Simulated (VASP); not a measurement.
## CuSn2: single point with PBE

CuSn2:

```xyz
6
Lattice="3.5905 0.0000 0.0000 -1.7953 3.1095 0.0000 0.0000 0.0000 12.3459" Properties=species:S:1:pos:R:3 pbc="T T T"
Cu    1.7953    1.0365   10.2883
Cu    1.7953    1.0365    2.0577
Sn    0.0000    2.0730    8.2306
Sn    0.0000    2.0730    0.0000
Sn    0.0000    2.0730    4.1153
Sn    1.7953    1.0365    6.1730
```

```yaml
Program: VASP 6.6.1
Task: single point
Functional: PBE
Potentials_or_basis: VASP PAW PBE potentials, release 64 (Cu, Sn_d)
Cutoff: 520 eV
k_mesh: 6 × 6 × 2
Occupations: gaussian, width 0.1 eV
Spin: no spin polarisation
```

```json
{
  "Pressure": "2.0 GPa",
  "Largest force": "2.162 eV/Å",
  "Band gap on the k mesh": "zero (band 39 reaches 10.67 eV, above the bottom of band 40 at 6.42 eV)"
}
```

Forces on the atoms (eV/Å):
```
Cu   0.000  0.000 -0.104
Cu   0.000  0.000  0.104
Sn   0.000  0.000  2.162
Sn   0.000  0.000  0.000
Sn   0.000  0.000 -2.162
Sn   0.000  0.000  0.000
```

Stress tensor (GPa, compression positive):
```
2.25 0.00 0.00
0.00 2.25 0.00
0.00 0.00 1.63
```

Levels at points of the mesh, in eV from the Fermi level:
| k point | band 35 | band 36 | band 37 | band 38 | band 39 | band 40 | band 41 | band 42 |
| --- | --- | --- | --- | --- | --- | --- | --- | --- |
| (0.00, 0.00, 0.00) | -2.59 | -1.57 | 0.51 | 3.10 | 3.10 | 4.84 | 4.84 | 5.07 |
| (0.50, 0.00, 0.00) | -2.34 | -2.33 | -1.89 | -1.33 | -0.75 | 0.09 | 0.13 | 1.93 |
| (0.00, 0.00, 0.50) | -2.59 | -2.53 | 2.44 | 3.11 | 3.11 | 3.27 | 4.68 | 4.68 |
| (0.50, 0.00, 0.50) | -2.27 | -2.15 | -2.13 | -1.64 | 0.02 | 0.12 | 0.13 | 1.79 |

It took 2.1 min on 1 thread of Intel(R) Xeon(R) Platinum 8259CL CPU @ 2.50GHz (Skylake/Cascade Lake), on a shared host, peak memory 0.29 GiB.

Caveat: spin-orbit coupling is left out, which moves the levels of the heavy elements; forces of over 1 eV/Å act on the atoms, so gaps and moduli don't describe the material at rest.
